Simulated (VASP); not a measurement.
Crystal: PtSe.

```
Pt Se
1.0
     0.00000    2.79841    2.79841
     2.79841    0.00000    2.79841
     2.79841    2.79841    0.00000
Pt Se
1 1
Direct
  0.50000 0.50000 0.50000
  0.00000 0.00000 0.00000
```

* Program: VASP 6.6.1
* Task: relaxation of cell and atoms
* Functional: PBEsol-based global hybrid with 25 % exact exchange
* Potentials or basis: VASP PAW PBE potentials, release 64 (Pt, Se)
* Cutoff: 600 eV
* k mesh: 4 × 4 × 4
* Occupations: fermi-dirac, width 0.05 eV
* Spin: no spin polarisation

At the start: pressure -19.4 GPa; volume 21.91 Å³/atom.

Question: How do energy, volume and symmetry change on relaxing?

Answer: Over 7 steps the energy falls by 363.7 meV/atom and the volume is 17.38 Å³/atom (-20.7 %); space group Fm-3m (No. 225, to 0.1 Å) before and after.

The path:
| step | energy change (eV) | largest force (eV/Å) | pressure (GPa) | volume (Å³) |
| --- | --- | --- | --- | --- |
| 1 | 0.0000 | 0.0000 | -19.42 | 43.83 |
| 2 | -0.0265 | 0.0000 | 47.09 | 29.05 |
| 3 | -0.7264 | 0.0000 | -1.16 | 35.02 |
| 4 | -0.7273 | 0.0000 | -0.32 | 34.83 |
| 5 | -0.7272 | 0.0000 | 0.48 | 34.67 |
| 6 | -0.7271 | 0.0000 | -0.66 | 34.91 |
| 7 | -0.7274 | 0.0000 | -0.01 | 34.77 |

Final structure:
```yaml
crystal:
  lattice:
    - [0.00000, 2.59046, 2.59046]
    - [2.59046, 0.00000, 2.59046]
    - [2.59046, 2.59046, 0.00000]
  atoms:
    - { symbol: Pt, position: [0.50000, 0.50000, 0.50000] }
    - { symbol: Se, position: [0.00000, 0.00000, 0.00000] }
```

Caveat: the k points lie up to 0.53 Å⁻¹ apart in the final cell, too coarse for converged energies and pressures of a metal; the volume moved by over 15 % at a fixed basis, so the end points are rough; the PAW data sets were made with another functional, which shifts forces and pressure a little.
